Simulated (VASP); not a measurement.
# Pd (Fm-3m) in VASP: notebook, part 2 of 2

VASP 6.6.1. Earlier steps stand in the parts before.

### 3 Single point, SVWN5

This run uses another cell than the first one, of 14.75 Å³/atom, 1.020 times its volume.

File INCAR:

```
SYSTEM = Pd
ALGO = Fast
EDIFF = 1E-6
ENCUT = 520
GGA = VW
ISIF = 2
ISMEAR = -1
LASPH = .True.
LCHARG = .False.
LREAL = .False.
LWAVE = .False.
NBANDS = 11
NELM = 80
PREC = Accurate
SIGMA = 0.05
```

File KPOINTS:

```
k-points
0
Gamma
  12 12 12
  0 0 0
```

File POSCAR:

```
Pd
1.0
    0.0000000000      1.9465000000      1.9465000000
    1.9465000000      0.0000000000      1.9465000000
    1.9465000000      1.9465000000      0.0000000000
Pd
1
Direct
    0.0000000000      0.0000000000      0.0000000000
```

Potentials or basis: VASP PAW PBE potentials, release 64 (Pd).

Launch:

```bash
$ cat potpaw_PBE.64/Pd/POTCAR > POTCAR
$ mpirun -np 1 vasp_std > vasp.out
```

Wall time 8.6 s (1 thread of AMD EPYC 7R43 (Zen 3), shared host); peak memory 0.09 GiB.

Results (log left out):

| Quantity | Value |
| --- | --- |
| Free energy | -6.4799 eV |
| Pressure | -9.2 GPa |
| Band gap on the k mesh | zero (band 5 reaches 9.70 eV, above the bottom of band 6 at 8.12 eV) |

Levels at points of the mesh, in eV from the Fermi level:
| k point | band 1 | band 2 | band 3 | band 4 | band 5 | band 6 | band 7 | band 8 | band 9 | band 10 |
| --- | --- | --- | --- | --- | --- | --- | --- | --- | --- | --- |
| (0.00, 0.00, 0.00) | -7.23 | -2.85 | -2.85 | -2.85 | -1.20 | -1.20 | 17.24 | 21.95 | 21.95 | 21.95 |
| (0.50, 0.00, 0.00) | -5.33 | -2.88 | -2.88 | 0.00 | 0.00 | 0.97 | 7.24 | 16.61 | 20.98 | 20.98 |
| (0.50, 0.50, 0.00) | -5.39 | -5.12 | -0.02 | 0.31 | 0.31 | 3.27 | 10.70 | 13.11 | 13.11 | 21.49 |

Caveat: the PAW data sets were made with another functional, which shifts forces and pressure a little.

### 4 Single point, PBE

This run uses another cell than the first one, of 14.75 Å³/atom, 1.020 times its volume.

File INCAR:

```
PREC = Accurate
ENCUT = 520
EDIFF = 1E-6
ISMEAR = -1
SIGMA = 0.03
LREAL = False
LASPH = True
NELM = 80
ALGO = Fast
ISIF = 2
LWAVE = False
LCHARG = False
GGA = PE
NBANDS = 11
```

File KPOINTS:

```
Automatic mesh
0
Gamma
  5 5 5
```

POSCAR is that of step 3.

Launch:

```bash
$ cat potpaw_PBE.64/Pd/POTCAR > POTCAR
$ mpirun -np 1 vasp_std > vasp.out
```

Run time: 1.6 s. Hardware: 1 thread of Intel Xeon 6975P-C (Granite Rapids), shared host; peak memory 0.11 GiB.

It converged, with:

- Free energy: -5.0528 eV
- Pressure: 9.3 GPa
- Band gap on the k mesh: zero (band 5 reaches 9.80 eV, above the bottom of band 6 at 8.55 eV)

Levels at points of the mesh, in eV from the Fermi level:
| k point | band 3 | band 4 | band 5 | band 6 | band 7 | band 8 |
| --- | --- | --- | --- | --- | --- | --- |
| (0.00, 0.00, 0.00) | -2.76 | -2.76 | -1.15 | -1.15 | 17.25 | 22.03 |

Caveat: the k points lie up to 0.56 Å⁻¹ apart.

### 5 Single point, PBE

This run uses another cell than the first one, of 14.75 Å³/atom, 1.020 times its volume.

File INCAR:

```
  PREC = Accurate
  ENCUT = 520
  EDIFF = 1E-7
  ISMEAR = 0
  SIGMA = 0.013000000000000001
  LREAL = F
  LASPH = T
  NELM = 60
  ALGO = Fast
  ISIF = 2
  LWAVE = F
  LCHARG = F
  GGA = PE
  NBANDS = 11
```

File KPOINTS:

```
Automatic mesh
0
Gamma
  12 12 12
```

POSCAR is that of step 4.

Potentials or basis: VASP PAW PBE potentials, release 64 (Pd).

Launch:

```bash
$ cat potpaw_PBE.64/Pd/POTCAR > POTCAR
$ mpirun -np 1 vasp_std > vasp.out
```

OUTCAR:

```text
PREC = Accurate
   ENCUT = 520
   EDIFF = 1E-7
   ISMEAR = 0
   LREAL = F
   LASPH = T
   NELM = 60
   ISIF = 2
   GGA = PE

 ion  position               nearest neighbor table
   1  0.000  0.000  0.000-

  LATTYP: Found a face centered cubic cell.
 ALAT       =     3.8930000000

  Lattice vectors:

 A1 = (   0.0000000000,   1.9465000000,   1.9465000000)
 A2 = (   1.9465000000,   0.0000000000,   1.9465000000)
 A3 = (   1.9465000000,   1.9465000000,   0.0000000000)

Analysis of symmetry for initial positions (statically):
[... 507 lines left out ...]
      3       7.4263      2.00000
      4       7.8478      2.00000
      5       9.5219      2.00000
      6      13.4000      0.00000
      7      17.3721      0.00000
      8      25.6203      0.00000
      9      28.6580      0.00000
     10      29.6807      0.00000
     11      37.6320      0.00000

 [... further k-points ...]
[... 5 lines left out ...]
  --------------------------------------------------------------------------------------
  -------------------------------------------------------------------------------------
  Total        0.6112608      0.6112608      0.6112608      0.0000000      0.0000000      0.0000000
  in kB       66.3963071     66.3963071     66.3963071      0.0000000      0.0000000      0.0000000
  external PRESSURE =      66.3963071 kB  Pullay stress =       0.0000000 kB

 VOLUME and BASIS-vectors are now :
 -----------------------------------------------------------------------------
  energy-cutoff  :      520.00
  volume of cell :       14.75
      direct lattice vectors                 reciprocal lattice vectors
     0.000000000  1.946500000  1.946500000    -0.256871307  0.256871307  0.256871307
     1.946500000  0.000000000  1.946500000     0.256871307 -0.256871307  0.256871307
     1.946500000  1.946500000  0.000000000     0.256871307  0.256871307 -0.256871307

 POSITION                                       TOTAL-FORCE (eV/Angst)
 -----------------------------------------------------------------------------------
      0.00000      0.00000      0.00000         0.000000      0.000000      0.000000
 -----------------------------------------------------------------------------------
    total drift:                                0.000000      0.000000     -0.000000

  FREE ENERGIE OF THE ION-ELECTRON SYSTEM (eV)
  ---------------------------------------------------
  free  energy   TOTEN  =        -5.2074430586 eV

  energy  without entropy=       -5.2066408486  energy(sigma->0) =       -5.20704195
```

OSZICAR:

```text
N       E                     dE             d eps       ncg     rms          rms(c)
DAV:   1     0.414676268745E+02    0.41468E+02   -0.51259E+03  1592   0.849E+02
DAV:   2    -0.496356896339E+01   -0.46431E+02   -0.45047E+02  1734   0.180E+02
DAV:   3    -0.549151860552E+01   -0.52795E+00   -0.52670E+00  1916   0.210E+01
DAV:   4    -0.549365893134E+01   -0.21403E-02   -0.21400E-02  1914   0.139E+00
DAV:   5    -0.549368010317E+01   -0.21172E-04   -0.21171E-04  2068   0.124E-01    0.775E+00
RMM:   6    -0.522292921705E+01    0.27075E+00   -0.35861E-01  1664   0.558E+00    0.376E+00
RMM:   7    -0.521097704821E+01    0.11952E-01   -0.98553E-03  1855   0.113E+00    0.196E+00
RMM:   8    -0.520771291513E+01    0.32641E-02   -0.35687E-03  1807   0.535E-01    0.234E-01
RMM:   9    -0.520746034272E+01    0.25257E-03   -0.94812E-04  1995   0.277E-01    0.872E-02
RMM:  10    -0.520744253995E+01    0.17803E-04   -0.79216E-05  2010   0.758E-02    0.154E-02
RMM:  11    -0.520744269127E+01   -0.15132E-06   -0.19771E-05  2057   0.302E-02    0.621E-03
RMM:  12    -0.520744303909E+01   -0.34781E-06   -0.25309E-06  2025   0.118E-02    0.863E-03
RMM:  13    -0.520744305859E+01   -0.19502E-07   -0.65315E-07  1904   0.516E-03
   1 F= -.52074431E+01 E0= -.52070420E+01  d E =-.802210E-03
```

Run time: 4.9 s. Hardware: 1 thread of Intel Xeon 6975P-C (Granite Rapids), shared host; peak memory 0.12 GiB.

What came out:

```yaml
Free_energy: -5.2074 eV
Pressure: 6.6 GPa
Band_gap_on_the_k_mesh: zero (band 5 reaches 10.06 eV, above the bottom of band 6 at 8.48 eV)
```

### 6 Overview

| level | cell | k mesh | smearing | further INCAR settings | gap on the mesh (eV) | pressure (GPa) |
| --- | --- | --- | --- | --- | --- | --- |
| SVWN5 | a = 2.734 Å, angles 60.0°, 1 atom | 12 × 12 × 12 | fermi-dirac 0.05 eV | ALGO = Fast; EDIFF = 1e-06; NBANDS = 11 | none | -5.4 |
| SVWN5 | a = 2.753 Å, angles 60.0°, 1 atom | 12 × 12 × 12 | fermi-dirac 0.05 eV | ALGO = Fast; EDIFF = 1e-06; NBANDS = 11 | none | -9.2 |
| PBE | a = 2.753 Å, angles 60.0°, 1 atom | 5 × 5 × 5 | fermi-dirac 0.03 eV | ALGO = Fast; EDIFF = 1e-06; NBANDS = 11 | none | 9.3 |
| PBE | a = 2.753 Å, angles 60.0°, 1 atom | 12 × 12 × 12 | gaussian 0.013 eV | ALGO = Fast; EDIFF = 1e-07; NBANDS = 11 | none | 6.6 |

Alike in all rows: task single point; potentials or basis VASP PAW PBE potentials, release 64 (Pd); no spin polarisation; cutoff (eV) 520.

Caveats: some runs use coarse meshes; the PAW data sets were made with another functional, which shifts forces and pressure a little (some runs).

Total energies depend on the potentials used, so only differences within one code and one set of settings carry meaning.
